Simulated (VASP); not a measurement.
# Na3H (Pmmm) in VASP: further runs, part 2 of 2

VASP 6.6.1. The steps go on from the part before.

### 3 Single point, PBE

This run uses another cell than the first one, of 28.98 Å³/atom, 1.524 times its volume.

File INCAR:

```
SYSTEM = Na3H
PREC = Accurate
ENCUT = 520
EDIFF = 1E-6
ISMEAR = 0
SIGMA = 0.1
LREAL = .FALSE.
LASPH = .TRUE.
NELM = 80
ALGO = Normal
ISIF = 2
LWAVE = .FALSE.
LCHARG = .FALSE.
GGA = PE
NBANDS = 19
```

File KPOINTS:

```
regular mesh
0
G
  6 4 2
  0 0 0
```

File POSCAR:

```
Na3H
1.0
    3.2981779429      0.0000000000      0.0000000000
    0.0000000000      3.4899837301      0.0000000000
    0.0000000000      0.0000000000     10.0719406059
Na H
3 1
Direct
    0.5000000000      0.0000000000      0.0000000000
    0.5000000000      0.0000000000      0.6575933795
    0.5000000000      0.0000000000      0.3424066205
    0.0000000000      0.0000000000      0.5000000000
```

Potentials or basis: VASP PAW PBE potentials, release 64 (Na_pv, H).

Launch:

```console
$ cat potpaw_PBE.64/Na_pv/POTCAR potpaw_PBE.64/H/POTCAR > POTCAR
$ mpirun -np 1 vasp_std > vasp.out
```

OUTCAR:

```text
SYSTEM = Na3H
   PREC = Accurate
   ENCUT = 520
   EDIFF = 1E-6
   ISMEAR = 0
   LREAL = .FALSE.
   LASPH = .TRUE.
   NELM = 80
   ISIF = 2
   GGA = PE

 ion  position               nearest neighbor table
   1  0.500  0.000  0.000-
   2  0.500  0.000  0.658-
   3  0.500  0.000  0.342-
   4  0.000  0.000  0.500-

  LATTYP: Found a simple orthorhombic cell.
 ALAT       =     3.2981779429
 B/A-ratio  =     1.0581550755
 C/A-ratio  =     3.0537893286

  Lattice vectors:

 A1 = (   3.2981779429,   0.0000000000,   0.0000000000)
 A2 = (   0.0000000000,   3.4899837301,   0.0000000000)
 A3 = (   0.0000000000,   0.0000000000,  10.0719406059)

Analysis of symmetry for initial positions (statically):
=====================================================================
 Subroutine PRICEL returns:
 Original cell was already a primitive cell.

 Routine SETGRP: Setting up the symmetry group for a
 simple orthorhombic supercell.

 Subroutine GETGRP returns: Found  8 space group operations
 (whereof  8 operations were pure point group operations)
 out of a pool of  8 trial point group operations.

The static configuration has the point symmetry D_2h.

Analysis of symmetry for dynamics (positions and initial velocities):
=====================================================================
 Subroutine PRICEL returns:
 Original cell was already a primitive cell.

 Routine SETGRP: Setting up the symmetry group for a
 simple orthorhombic supercell.

 Subroutine GETGRP returns: Found  8 space group operations
 (whereof  8 operations were pure point group operations)
 out of a pool of  8 trial point group operations.

The dynamic configuration has the point symmetry D_2h.

 Subroutine INISYM returns: Found  8 space group operations
 (whereof  8 operations are pure point group operations),
 and found     1 'primitive' translations

----------------------------------------------------------------------------------------

                                     Primitive cell

  volume of cell :     115.9340

  direct lattice vectors                    reciprocal lattice vectors
     3.298177943  0.000000000  0.000000000     0.303197710  0.000000000  0.000000000
     0.000000000  3.489983730  0.000000000     0.000000000  0.286534287  0.000000000
     0.000000000  0.000000000 10.071940606     0.000000000  0.000000000  0.099285732

  length of vectors
     3.298177943  3.489983730 10.071940606     0.303197710  0.286534287  0.099285732

  position of ions in fractional coordinates (direct lattice)
     0.500000000  0.000000000  0.000000000
     0.500000000  0.000000000  0.657593379
     0.500000000  0.000000000  0.342406621
     0.000000000  0.000000000  0.500000000

  ion indices of the primitive-cell ions
   primitive index   ion index
                 1           1
                 2           2
                 3           3
                 4           4

----------------------------------------------------------------------------------------

 KPOINTS: regular mesh

Automatic generation of k-mesh.
 Grid dimensions read from file:
 generate k-points for:    6    4    2

 Generating k-lattice:

  Cartesian coordinates                     Fractional coordinates (reciprocal lattice)
     0.050532952  0.000000000  0.000000000     0.166666667  0.000000000  0.000000000
     0.000000000  0.071633572  0.000000000     0.000000000  0.250000000  0.000000000
     0.000000000  0.000000000  0.049642866     0.000000000  0.000000000  0.500000000

  Length of vectors
     0.050532952  0.071633572  0.049642866

  Shift w.r.t. Gamma in fractional coordinates (k-lattice)
     0.000000000  0.000000000  0.000000000

 Subroutine IBZKPT returns following result:
 ===========================================

 Found     24 irreducible k-points:

 Following reciprocal coordinates:
            Coordinates               Weight
  0.000000  0.000000  0.000000      1.000000
  0.166667  0.000000  0.000000      2.000000
  0.333333  0.000000  0.000000      2.000000
  0.500000  0.000000  0.000000      1.000000
  0.000000  0.250000  0.000000      2.000000
  0.166667  0.250000  0.000000      4.000000
[... 16 lines left out ...]
  0.333333  0.500000  0.500000      2.000000
  0.500000  0.500000  0.500000      1.000000
   k-points           NKPTS =     24   k-points in BZ     NKDIM =     24   number of bands    NBANDS=     19
   number of dos      NEDOS =    301   number of ions     NIONS =      4
   total plane-waves  NPLWV =  62720
   dimension x,y,z NGX =    28 NGY =   28 NGZ =   80
   dimension x,y,z NGXF=    56 NGYF=   56 NGZF=  160
   ions per type =               3   1
   NGX,Y,Z   is equivalent  to a cutoff of  14.11, 13.34, 13.20 a.u.
   NGXF,Y,Z  is equivalent  to a cutoff of  28.23, 26.68, 26.41 a.u.
 SYSTEM =  Na3H
   PREC   = accura    normal or accurate (medium, high low for compatibility)
   ISTART =      0    job   : 0-new  1-cont  2-samecut
   ICHARG =      2    charge: 1-file 2-atom 10-const
   ISPIN  =      1    spin polarized calculation?
   LNONCOLLINEAR =      F non collinear calculations
   LSORBIT =      F    spin-orbit coupling
   LASPH  =      T    aspherical Exc in radial PAW
   ENCUT  =  520.0 eV  38.22 Ry    6.18 a.u.   6.13  6.49 18.73*2*pi/ulx,y,z
   NELM   =     80;   NELMIN=  2; NELMDL= -5     # of ELM steps
   EDIFF  = 0.1E-05   stopping-criterion for ELM
   LREAL  =      F    real-space projection
   EDIFFG = 0.1E-04   stopping-criterion for IOM
   NSW    =      0    number of steps for IOM
   IBRION =     -1    ionic relax: 0-MD 1-quasi-New 2-CG
   NFREE  =      0    steps in history (QN), initial steepest desc. (CG)
   ISIF   =      2    stress and relaxation
   ISYM   =      2    0-nonsym 1-usesym 2-fastsym
   POTIM  = 0.5000    time-step for ionic-motion
   TEBEG  =    0.0;   TEEND  =   0.0 temperature during run
   PSTRESS=    0.0 pullay stress
   NELECT =      22.0000    total number of electrons
   NUPDOWN=      -1.0000    fix difference up-down
   EMIN   =  10.00;   EMAX   =-10.00  energy-range for DOS
   EFERMI =   0.00;   METHOD = LEGACY
   ISMEAR =     0;   SIGMA  =   0.10  broadening in eV -4-tet -1-fermi 0-gaus
   EFERMI_NEDOS =   21; number of points for ismear=-14 and -15
   IALGO  =     38    algorithm
   IMIX   =      4    mixing-type and parameters
     AMIX     =   0.40;   BMIX     =  1.00
     AMIX_MAG =   1.60;   BMIX_MAG =  1.00
  volume/ion in A,a.u.               =      28.98       195.59
  Fermi-wavevector in a.u.,A,eV,Ry     =   0.940760  1.777779 12.041556  0.885029
  Thomas-Fermi vector in A             =   2.068204
   LORBIT       =      0    0 simple, 1 ext, 2 COOP (PROOUT), +10 PAW based schemes
   GGA     = PE    functional components
   LHFCALC =     F    Hartree Fock is set to
   AEXX    =    0.0000 exact exchange contribution
   IVDW    =     0    specifies the selected vdW correction
   LEPSILON=     F    determine dielectric tensor
   LRPA    =     F    only Hartree local field effects (RPA)
 non-spin polarized calculation
 Gauss-broadening in eV      SIGMA  =   0.10
  energy-cutoff  :      520.00
  volume of cell :      115.93
 maximum number of plane-waves:      3152
 NGX is ok and might be reduce to    28
   NGX = 13   NGY = 13   NGZ = 37

 number of electron      21.9999966 magnetization

 Free energy of the ion-electron system (eV)
  ---------------------------------------------------
  ext. energy  EPLUGINS =         0.00000000
  ---------------------------------------------------
  free energy    TOTEN  =        -7.02434722 eV

  energy without entropy =       -7.02004238  energy(sigma->0) =       -7.02219480

 E-fermi :   0.3671     XC(G=0):  -6.4692

 val. band max:        0.2566550605   @ k =   0.0000   0.5000   0.0000
 cond. band min:       0.4112730177   @ k =   0.1667   0.2500   0.5000
 fundamental gap:      0.1546179572
 Fermi energy:         0.3670732849

 k-point     1 :       0.0000    0.0000    0.0000
  band No.  band energies     occupation
      1     -24.8028      2.00000
      2     -24.7885      2.00000
      3     -24.7875      2.00000
      4     -24.7859      2.00000
      5     -24.7825      2.00000
      6     -24.7634      2.00000
[... 11 lines left out ...]
     18       9.1555      0.00000
     19       9.6642      0.00000
[... 489 lines left out ...]
      3     -24.8165      2.00000
      4     -24.8108      2.00000
      5     -24.7940      2.00000
      6     -24.7677      2.00000
[... 11 lines left out ...]
     18       5.1084      0.00000
     19       6.1432      0.00000

------------------------ aborting loop because EDIFF is reached ----------------------------------------

  FORCE on cell =-STRESS in cart. coord.  units (eV):
  Direction    XX          YY          ZZ          XY          YZ          ZX
  --------------------------------------------------------------------------------------
  -------------------------------------------------------------------------------------
  Total        0.0325854      0.0094261     -0.1653399     -0.0000000      0.0000000      0.0000000
  in kB        0.4503216      0.1302665     -2.2849547     -0.0000000      0.0000000      0.0000000
  external PRESSURE =      -0.5681222 kB  Pullay stress =       0.0000000 kB

 VOLUME and BASIS-vectors are now :
 -----------------------------------------------------------------------------
  energy-cutoff  :      520.00
  volume of cell :      115.93
      direct lattice vectors                 reciprocal lattice vectors
     3.298177943  0.000000000  0.000000000     0.303197710  0.000000000  0.000000000
     0.000000000  3.489983730  0.000000000     0.000000000  0.286534287  0.000000000
     0.000000000  0.000000000 10.071940606     0.000000000  0.000000000  0.099285732

 POSITION                                       TOTAL-FORCE (eV/Angst)
 -----------------------------------------------------------------------------------
      1.64909      0.00000      0.00000         0.000000      0.000000      0.000000
      1.64909      0.00000      6.62324         0.000000      0.000000      0.014699
      1.64909      0.00000      3.44870         0.000000      0.000000     -0.014699
      0.00000      0.00000      5.03597         0.000000      0.000000      0.000000
 -----------------------------------------------------------------------------------
    total drift:                                0.000000     -0.000000     -0.000000

  FREE ENERGIE OF THE ION-ELECTRON SYSTEM (eV)
  ---------------------------------------------------
  free  energy   TOTEN  =        -7.0243472226 eV

  energy  without entropy=       -7.0200423815  energy(sigma->0) =       -7.02219480
```

stdout:

```text
POSCAR found type information on POSCAR NaH
 POSCAR found :  2 types and       4 ions
 scaLAPACK will be used
 LDA part: xc-table for (Slater+PW92), standard interpolation
 POSCAR, INCAR and KPOINTS ok, starting setup
 FFT: planning ... GRIDC
 FFT: planning ... GRID_SOFT
 FFT: planning ... GRID
 WAVECAR not read
 entering main loop
```

Wall time 32 s (1 thread of Intel Xeon Platinum 8375C at 2.90GHz (Ice Lake), shared host); peak memory 0.24 GiB.

Results:

| Property | Result |
| --- | --- |
| Free energy | -7.0243 eV |
| Pressure | -0.1 GPa |
| Largest force | 0.015 eV/Å |
| Band gap on the k mesh | zero (band 11 reaches 3.58 eV, above the bottom of band 12 at -1.35 eV) |

Forces in eV/Å, atoms in the order of the input:
```
Na   0.000  0.000  0.000
Na   0.000  0.000  0.015
Na   0.000  0.000 -0.015
H    0.000  0.000  0.000
```

Levels at points of the mesh, in eV from the Fermi level:
| k point | band 9 | band 10 | band 11 | band 12 | band 13 | band 14 |
| --- | --- | --- | --- | --- | --- | --- |
| (0.00, 0.00, 0.00) | -25.07 | -4.79 | -2.51 | -1.71 | 1.56 | 2.62 |
| (0.50, 0.00, 0.00) | -25.07 | -3.11 | 0.38 | 0.68 | 1.50 | 1.85 |
| (0.00, 0.50, 0.00) | -25.07 | -3.42 | -0.11 | 0.51 | 1.27 | 1.28 |
| (0.50, 0.50, 0.00) | -25.07 | -2.25 | 3.11 | 3.14 | 3.37 | 3.83 |
| (0.00, 0.00, 0.50) | -25.07 | -4.76 | -2.83 | -0.88 | 0.22 | 4.06 |
| (0.50, 0.00, 0.50) | -25.08 | -3.11 | 0.49 | 0.75 | 0.77 | 2.18 |
| (0.00, 0.50, 0.50) | -25.07 | -3.41 | 0.23 | 0.25 | 0.30 | 1.91 |
| (0.50, 0.50, 0.50) | -25.07 | -2.25 | 3.21 | 3.40 | 3.41 | 3.54 |

Caveat: the k points lie up to 0.45 Å⁻¹ apart.
